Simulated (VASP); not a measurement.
# P in VASP: further runs

Runs on P. Level: PBE+D3(BJ). Tasks: single point.

Everything below comes from runs of VASP 6.6.1. Logs are shortened: lines on timing, memory, paths and dates and some standing lists are left out, and cuts for length are marked.

## 1. The cell of the first run

The cell holds a slab with vacuum, 8 atoms: a = 3.296 Å, b = 4.439 Å, c = 21.746 Å, α = 90.00°, β = 90.00°, γ = 90.00°.

## 2. Single point, PBE+D3(BJ) (layers slid over each other)

File INCAR:

```
  ALGO = Normal
  DIPOL = 0.5 0.5 0.414
  EDIFF = 1E-6
  ENCUT = 520
  GGA = PE
  IDIPOL = 3
  ISIF = 2
  ISMEAR = 0
  IVDW = 12
  LASPH = T
  LCHARG = T
  LDIPOL = T
  LELF = T
  LREAL = F
  LVACPOTAV = T
  LVHAR = T
  LWAVE = F
  NBANDS = 30
  NELM = 60
  PREC = Accurate
  SIGMA = 0.05
```

File KPOINTS:

```
k-points
0
Gamma
  8 6 1
```

File POSCAR:

```
P
1.0
    3.2961869271      0.0000000000      0.0000000000
    0.0000000000      4.4391555608      0.0000000000
    0.0000000000      0.0000000000     21.7461973993
P
8
Direct
    0.5000000000      0.9174951521      0.2069327302
    0.0000000000      0.5825048479      0.2069327302
    0.5000000000      0.0825048479      0.3045635326
    0.0000000000      0.4174951521      0.3045635326
    0.8750000000      0.4575048479      0.5234523761
    0.3750000000      0.1225145437      0.5234523761
    0.8750000000     -0.3774854563      0.6210831784
    0.3750000000     -0.0424951521      0.6210831784
```

Potentials or basis: VASP PAW PBE potentials, release 64 (P).

Launch:

```console
> cat potpaw_PBE.64/P/POTCAR > POTCAR
> mpirun -np 1 vasp_std > vasp.out
```

OUTCAR:

```text
EDIFF = 1E-6
   ENCUT = 520
   GGA = PE
   ISIF = 2
   ISMEAR = 0
   IVDW = 12
   LASPH = T
   LREAL = F
   NELM = 60
   PREC = Accurate
 IVDW          = 12

 ion  position               nearest neighbor table
   1  0.500  0.917  0.207-   2 2.22   2 2.22   3 2.25
   2  0.000  0.583  0.207-   1 2.22   1 2.22   4 2.25
   3  0.500  0.083  0.305-   4 2.22   4 2.22   1 2.25
   4  0.000  0.417  0.305-   3 2.22   3 2.22   2 2.25
   5  0.875  0.458  0.523-   6 2.22   6 2.22   7 2.25
   6  0.375  0.123  0.523-   5 2.22   5 2.22   8 2.25
   7  0.875  0.623  0.621-   8 2.22   8 2.22   5 2.25
   8  0.375  0.958  0.621-   7 2.22   7 2.22   6 2.25

  LATTYP: Found a simple orthorhombic cell.
 ALAT       =     3.2961869271
 B/A-ratio  =     1.3467547985
 C/A-ratio  =     6.5973799060

  Lattice vectors:

 A1 = (   3.2961869271,   0.0000000000,   0.0000000000)
 A2 = (   0.0000000000,   4.4391555608,   0.0000000000)
 A3 = (   0.0000000000,   0.0000000000,  21.7461973993)

Analysis of symmetry for initial positions (statically):
=====================================================================
 Subroutine PRICEL returns:
 Original cell was already a primitive cell.

 Routine SETGRP: Setting up the symmetry group for a
 simple orthorhombic supercell.

 Subroutine GETGRP returns: Found  2 space group operations
 (whereof  1 operations were pure point group operations)
 out of a pool of  8 trial point group operations.

The static configuration has the point symmetry C_1 .
 The point group associated with its full space group is S_2 .

Analysis of symmetry for dynamics (positions and initial velocities):
=====================================================================
 Subroutine PRICEL returns:
 Original cell was already a primitive cell.

 Routine SETGRP: Setting up the symmetry group for a
 simple orthorhombic supercell.

 Subroutine GETGRP returns: Found  2 space group operations
 (whereof  1 operations were pure point group operations)
 out of a pool of  8 trial point group operations.

The dynamic configuration has the point symmetry C_1 .
 The point group associated with its full space group is S_2 .

 Subroutine INISYM returns: Found  2 space group operations
 (whereof  1 operations are pure point group operations),
 and found     1 'primitive' translations

----------------------------------------------------------------------------------------

                                     Primitive cell

  volume of cell :     318.1966

  direct lattice vectors                    reciprocal lattice vectors
     3.296186927  0.000000000  0.000000000     0.303380853  0.000000000  0.000000000
     0.000000000  4.439155561  0.000000000     0.000000000  0.225268069  0.000000000
     0.000000000  0.000000000 21.746197399     0.000000000  0.000000000  0.045985051

  length of vectors
     3.296186927  4.439155561 21.746197399     0.303380853  0.225268069  0.045985051

  position of ions in fractional coordinates (direct lattice)
     0.500000000  0.917495152  0.206932730
     0.000000000  0.582504848  0.206932730
     0.500000000  0.082504848  0.304563533
     0.000000000  0.417495152  0.304563533
     0.875000000  0.457504848  0.523452376
     0.375000000  0.122514544  0.523452376
     0.875000000  0.622514544  0.621083178
     0.375000000  0.957504848  0.621083178

  ion indices of the primitive-cell ions
   primitive index   ion index
                 1           1
                 2           2
                 3           3
                 4           4
                 5           5
                 6           6
                 7           7
                 8           8

----------------------------------------------------------------------------------------

 KPOINTS: k-points

Automatic generation of k-mesh.
 Grid dimensions read from file:
 generate k-points for:    8    6    1

 Generating k-lattice:

  Cartesian coordinates                     Fractional coordinates (reciprocal lattice)
     0.037922607  0.000000000  0.000000000     0.125000000  0.000000000  0.000000000
     0.000000000  0.037544678  0.000000000     0.000000000  0.166666667  0.000000000
     0.000000000  0.000000000  0.045985051     0.000000000  0.000000000  1.000000000

  Length of vectors
     0.037922607  0.037544678  0.045985051

  Shift w.r.t. Gamma in fractional coordinates (k-lattice)
     0.000000000  0.000000000  0.000000000

 Subroutine IBZKPT returns following result:
 ===========================================

 Found     26 irreducible k-points:

 Following reciprocal coordinates:
            Coordinates               Weight
  0.000000  0.000000  0.000000      1.000000
  0.125000  0.000000  0.000000      2.000000
  0.250000  0.000000  0.000000      2.000000
  0.375000  0.000000  0.000000      2.000000
  0.500000  0.000000  0.000000      1.000000
  0.000000  0.166667  0.000000      2.000000
[... 16 lines left out ...]
  0.125000  0.500000  0.000000      2.000000
  0.250000  0.500000  0.000000      2.000000
 [... further k-points ...]
   k-points           NKPTS =     26   k-points in BZ     NKDIM =     26   number of bands    NBANDS=     30
   number of dos      NEDOS =    301   number of ions     NIONS =      8
   total plane-waves  NPLWV = 163296
   dimension x,y,z NGX =    28 NGY =   36 NGZ =  162
   dimension x,y,z NGXF=    56 NGYF=   72 NGZF=  324
   ions per type =               8
   NGX,Y,Z   is equivalent  to a cutoff of  14.12, 13.48, 12.38 a.u.
   NGXF,Y,Z  is equivalent  to a cutoff of  28.24, 26.96, 24.77 a.u.
 SYSTEM =  unknown system
   PREC   = accura    normal or accurate (medium, high low for compatibility)
   ISTART =      0    job   : 0-new  1-cont  2-samecut
   ICHARG =      2    charge: 1-file 2-atom 10-const
   ISPIN  =      1    spin polarized calculation?
   LNONCOLLINEAR =      F non collinear calculations
   LSORBIT =      F    spin-orbit coupling
   LASPH  =      T    aspherical Exc in radial PAW
   ENCUT  =  520.0 eV  38.22 Ry    6.18 a.u.   6.13  8.25 40.43*2*pi/ulx,y,z
   NELM   =     60;   NELMIN=  2; NELMDL= -5     # of ELM steps
   EDIFF  = 0.1E-05   stopping-criterion for ELM
   LREAL  =      F    real-space projection
   EDIFFG = 0.1E-04   stopping-criterion for IOM
   NSW    =      0    number of steps for IOM
   IBRION =     -1    ionic relax: 0-MD 1-quasi-New 2-CG
   NFREE  =      0    steps in history (QN), initial steepest desc. (CG)
   ISIF   =      2    stress and relaxation
   ISYM   =      2    0-nonsym 1-usesym 2-fastsym
   POTIM  = 0.5000    time-step for ionic-motion
   TEBEG  =    0.0;   TEEND  =   0.0 temperature during run
   PSTRESS=    0.0 pullay stress
   NELECT =      40.0000    total number of electrons
   NUPDOWN=      -1.0000    fix difference up-down
   EMIN   =  10.00;   EMAX   =-10.00  energy-range for DOS
   EFERMI =   0.00;   METHOD = LEGACY
   ISMEAR =     0;   SIGMA  =   0.05  broadening in eV -4-tet -1-fermi 0-gaus
   EFERMI_NEDOS =   21; number of points for ismear=-14 and -15
   IALGO  =     38    algorithm
   IMIX   =      4    mixing-type and parameters
     AMIX     =   0.40;   BMIX     =  1.00
     AMIX_MAG =   1.60;   BMIX_MAG =  1.00
  volume/ion in A,a.u.               =      39.77       268.41
  Fermi-wavevector in a.u.,A,eV,Ry     =   0.820093  1.549751  9.150628  0.672552
  Thomas-Fermi vector in A             =   1.931014
   LORBIT       =      0    0 simple, 1 ext, 2 COOP (PROOUT), +10 PAW based schemes
   GGA     = PE    functional components
   LHFCALC =     F    Hartree Fock is set to
   AEXX    =    0.0000 exact exchange contribution
   IVDW    =    12    specifies the selected vdW correction
   LEPSILON=     F    determine dielectric tensor
   LRPA    =     F    only Hartree local field effects (RPA)
 non-spin polarized calculation
 Gauss-broadening in eV      SIGMA  =   0.05
  energy-cutoff  :      520.00
  volume of cell :      318.20
 maximum number of plane-waves:      8606
 NGX is ok and might be reduce to    28
   NGX = 13   NGY = 17   NGZ = 81

 number of electron      39.9999998 magnetization

 dipolmoment           0.000000      0.000000     -0.000000 electrons x Angstroem

 Free energy of the ion-electron system (eV)
  ---------------------------------------------------
  ext. energy  EPLUGINS =         0.00000000
  ---------------------------------------------------
  free energy    TOTEN  =       -42.90156341 eV

  energy without entropy =      -42.90156341  energy(sigma->0) =      -42.90156341

 E-fermi :   0.6488     XC(G=0):  -5.4256

 val. band max:        0.3736229922   @ k =   0.0000   0.0000   0.0000
 cond. band min:       0.8927570867   @ k =   0.0000   0.0000   0.0000
 fundamental gap:      0.5191340945
 Fermi energy:         0.6487804891

 k-point     1 :       0.0000    0.0000    0.0000
  band No.  band energies     occupation
      1     -14.8104      2.00000
      2     -14.8059      2.00000
      3     -12.2041      2.00000
      4     -12.1888      2.00000
      5      -8.6841      2.00000
      6      -8.6817      2.00000
[... 22 lines left out ...]
     29       4.6189      0.00000
     30       4.8659      0.00000

 k-point     2 :       0.1250    0.0000    0.0000
  band No.  band energies     occupation
      1     -14.6235      2.00000
      2     -14.6190      2.00000
      3     -12.0095      2.00000
      4     -11.9943      2.00000
      5      -8.8032      2.00000
      6      -8.8009      2.00000
[... 22 lines left out ...]
     29       4.8181      0.00000
     30       5.0489      0.00000

 k-point     3 :       0.2500    0.0000    0.0000
  band No.  band energies     occupation
      1     -14.0685      2.00000
      2     -14.0641      2.00000
      3     -11.4286      2.00000
      4     -11.4135      2.00000
      5      -9.3955      2.00000
      6      -9.3930      2.00000
[... 682 lines left out ...]
     29       4.4189      0.00000
     30       4.4966      0.00000

 k-point    24 :       0.2500    0.5000    0.0000
  band No.  band energies     occupation
      1     -12.8844      2.00000
      2     -12.8789      2.00000
      3     -12.8786      2.00000
      4     -12.8742      2.00000
      5      -8.1317      2.00000
      6      -8.1281      2.00000
[... 22 lines left out ...]
     29       5.7967      0.00000
     30       5.9012      0.00000

 [... further k-points ...]

------------------------ aborting loop because EDIFF is reached ----------------------------------------

 Edisp (eV)   -2.12197

 E8    (eV) :    -0.8345

  FORCE on cell =-STRESS in cart. coord.  units (eV):
  Direction    XX          YY          ZZ          XY          YZ          ZX
  --------------------------------------------------------------------------------------
  -------------------------------------------------------------------------------------
  Total      -0.40126    -0.44354    -1.02468    -0.00002     0.00017    -0.00618
  in kB      -2.02043    -2.23330    -5.15945    -0.00012     0.00086    -0.03111
  external pressure =       -3.14 kB  Pullay stress =        0.00 kB

 VOLUME and BASIS-vectors are now :
 -----------------------------------------------------------------------------
  energy-cutoff  :      520.00
  volume of cell :      318.20
      direct lattice vectors                 reciprocal lattice vectors
     3.296186927  0.000000000  0.000000000     0.303380853  0.000000000  0.000000000
     0.000000000  4.439155561  0.000000000     0.000000000  0.225268069  0.000000000
     0.000000000  0.000000000 21.746197399     0.000000000  0.000000000  0.045985051

 POSITION                                       TOTAL-FORCE (eV/Angst)
 -----------------------------------------------------------------------------------
      1.64809      4.07290      4.50000         0.000273     -0.028398      0.052812
      0.00000      2.58583      4.50000         0.000221      0.029530      0.055575
      1.64809      0.36625      6.62310         0.000159      0.026349     -0.002143
      0.00000      1.85333      6.62310         0.000253     -0.028602     -0.000209
      2.88416      2.03094     11.38310        -0.000159     -0.026349      0.002143
      1.23607      0.54386     11.38310        -0.000253      0.028602      0.000209
      2.88416      2.76344     13.50620        -0.000273      0.028398     -0.052812
      1.23607      4.25051     13.50620        -0.000221     -0.029530     -0.055575
 -----------------------------------------------------------------------------------
    total drift:                                0.000000     -0.000006      0.000002

  FREE ENERGIE OF THE ION-ELECTRON SYSTEM (eV)
  ---------------------------------------------------
  free  energy   TOTEN  =       -45.0235330613 eV

  energy  without entropy=      -45.0235330613  energy(sigma->0) =      -45.02353306

 vacuum level on the upper side and lower side of the slab         5.248         5.248
```

Wall time 2.9 min (1 thread of Intel Xeon 6975P-C (Granite Rapids), shared host); peak memory 0.46 GiB.

Results:

```
Free energy                : -45.0235 eV
Largest force              : 0.063 eV/Å
Band gap on the k mesh     : 0.52 eV
Dispersion energy per atom : -0.265 eV
```

Forces in eV/Å, atoms in the order of the input:
```
P    0.000 -0.028  0.053
P    0.000  0.030  0.056
P    0.000  0.026 -0.002
P    0.000 -0.029  0.000
P    0.000 -0.026  0.002
P    0.000  0.029  0.000
P    0.000  0.028 -0.053
P    0.000 -0.030 -0.056
```

Caveat: the cell differs from its parent crystal (layers slid over each other).

## 3. Single point, PBE+D3(BJ) (layers slid over each other)

File INCAR:

```
SYSTEM = P
  PREC = Accurate
  ENCUT = 520
  EDIFF = 1E-7
  ISMEAR = 0
  SIGMA = 0.05
  LREAL = .False.
  LASPH = .True.
  NELM = 100
  ALGO = Normal
  ISIF = 2
  LWAVE = .False.
  LCHARG = .False.
  LDIPOL = .True.
  IDIPOL = 3
  DIPOL = 0.5 0.5 0.391
  GGA = PE
  IVDW = 12
  NBANDS = 30
```

File KPOINTS:

```
Automatic mesh
0
Gamma
  8 6 1
  0 0 0
```

File POSCAR:

```
P
1.0
    3.2961869271      0.0000000000      0.0000000000
    0.0000000000      4.4391555608      0.0000000000
    0.0000000000      0.0000000000     21.7461973993
P
8
Direct
    0.5000000000      0.9174951521      0.2069327302
    0.0000000000      0.5825048479      0.2069327302
    0.5000000000      0.0825048479      0.3045635326
    0.0000000000      0.4174951521      0.3045635326
    1.3750000000      0.9575048479      0.4774673249
    0.8750000000      0.6225145437      0.4774673249
    1.3750000000      0.1225145437      0.5750981273
    0.8750000000      0.4575048479      0.5750981273
```

Potentials or basis: VASP PAW PBE potentials, release 64 (P).

Launch:

```console
> cat potpaw_PBE.64/P/POTCAR > POTCAR
> mpirun -np 1 vasp_std > vasp.out
```

OUTCAR:

```text
SYSTEM = P
   PREC = Accurate
   ENCUT = 520
   EDIFF = 1E-7
   ISMEAR = 0
   LREAL = .False.
   LASPH = .True.
   NELM = 100
   ISIF = 2
   GGA = PE
   IVDW = 12
 IVDW          = 12

 ion  position               nearest neighbor table
   1  0.500  0.917  0.207-   2 2.22   2 2.22   3 2.25
   2  0.000  0.583  0.207-   1 2.22   1 2.22   4 2.25
   3  0.500  0.083  0.305-   4 2.22   4 2.22   1 2.25
   4  0.000  0.417  0.305-   3 2.22   3 2.22   2 2.25
   5  0.375  0.958  0.477-   6 2.22   6 2.22   7 2.25
   6  0.875  0.623  0.477-   5 2.22   5 2.22   8 2.25
   7  0.375  0.123  0.575-   8 2.22   8 2.22   5 2.25
   8  0.875  0.458  0.575-   7 2.22   7 2.22   6 2.25

  LATTYP: Found a simple orthorhombic cell.
 ALAT       =     3.2961869271
 B/A-ratio  =     1.3467547985
 C/A-ratio  =     6.5973799060

  Lattice vectors:

 A1 = (   3.2961869271,   0.0000000000,   0.0000000000)
 A2 = (   0.0000000000,   4.4391555608,   0.0000000000)
 A3 = (   0.0000000000,   0.0000000000,  21.7461973993)

Analysis of symmetry for initial positions (statically):
[... 202 lines left out ...]
      2     -14.8022      2.00000
      3     -12.2515      2.00000
      4     -12.1639      2.00000
      5      -8.7038      2.00000
      6      -8.6806      2.00000
[... 781 lines left out ...]
     29       5.8943      0.00000
     30       5.9063      0.00000

 [... further k-points ...]

------------------------ aborting loop because EDIFF is reached ----------------------------------------

 vacuum level on the upper side and lower side of the slab       (xc-potential included)        -0.118        -0.120

 Edisp (eV)   -2.27038

 E8    (eV) :    -0.8883

  FORCE on cell =-STRESS in cart. coord.  units (eV):
  Direction    XX          YY          ZZ          XY          YZ          ZX
  --------------------------------------------------------------------------------------
  -------------------------------------------------------------------------------------
  Total      -0.59168    -0.74165    -1.04638    -0.00376     0.05061    -0.07458
  in kB      -2.97923    -3.73433    -5.26872    -0.01893     0.25483    -0.37553
  external pressure =       -3.99 kB  Pullay stress =        0.00 kB

 VOLUME and BASIS-vectors are now :
 -----------------------------------------------------------------------------
  energy-cutoff  :      520.00
  volume of cell :      318.20
      direct lattice vectors                 reciprocal lattice vectors
     3.296186927  0.000000000  0.000000000     0.303380853  0.000000000  0.000000000
     0.000000000  4.439155561  0.000000000     0.000000000  0.225268069  0.000000000
     0.000000000  0.000000000 21.746197399     0.000000000  0.000000000  0.045985051

 POSITION                                       TOTAL-FORCE (eV/Angst)
 -----------------------------------------------------------------------------------
      1.64809      4.07290      4.50000         0.003973     -0.041123      0.034296
      0.00000      2.58583      4.50000         0.003213      0.035376      0.031387
      1.64809      0.36625      6.62310         0.001687     -0.003011      0.059355
      0.00000      1.85333      6.62310         0.002975      0.001711      0.065025
      1.23607      4.25051     10.38310        -0.001687      0.003011     -0.059355
      2.88416      2.76344     10.38310        -0.002975     -0.001711     -0.065025
      1.23607      0.54386     12.50620        -0.003973      0.041123     -0.034296
      2.88416      2.03094     12.50620        -0.003213     -0.035376     -0.031387
 -----------------------------------------------------------------------------------
    total drift:                               -0.000000     -0.000006     -0.000015

  FREE ENERGIE OF THE ION-ELECTRON SYSTEM (eV)
  ---------------------------------------------------
  free  energy   TOTEN  =       -45.1911398894 eV

  energy  without entropy=      -45.1911398893  energy(sigma->0) =      -45.19113989

 vacuum level on the upper side and lower side of the slab         5.171         5.170
```

It took 3.2 min on 1 thread of Intel Xeon 6975P-C (Granite Rapids), shared host; peak memory 0.46 GiB.

Results:

```yaml
Free_energy: -45.1911 eV
Largest_force: 0.065 eV/Å
Band_gap_on_the_k_mesh: 0.41 eV
Dispersion_energy_per_atom: -0.284 eV
```

Forces in eV/Å, atoms in the order of the input:
```
P    0.004 -0.041  0.034
P    0.003  0.035  0.031
P    0.002 -0.003  0.059
P    0.003  0.002  0.065
P   -0.002  0.003 -0.059
P   -0.003 -0.002 -0.065
P   -0.004  0.041 -0.034
P   -0.003 -0.035 -0.031
```

Levels at points of the mesh, in eV from the valence-band top:
```
           k point  band 18  band 19  band 20  band 21  band 22  band 23
(0.00, 0.00, 0.00)    -1.89    -0.40     0.00     0.41     0.90     1.35
(0.50, 0.00, 0.00)    -2.38    -2.04    -2.02     1.00     1.01     1.20
(0.00, 0.50, 0.00)    -1.25    -1.18    -1.16     1.85     1.86     1.97
(0.50, 0.50, 0.00)    -1.72    -1.30    -1.27     2.04     2.13     2.31
```

Caveat: the cell differs from its parent crystal (layers slid over each other).
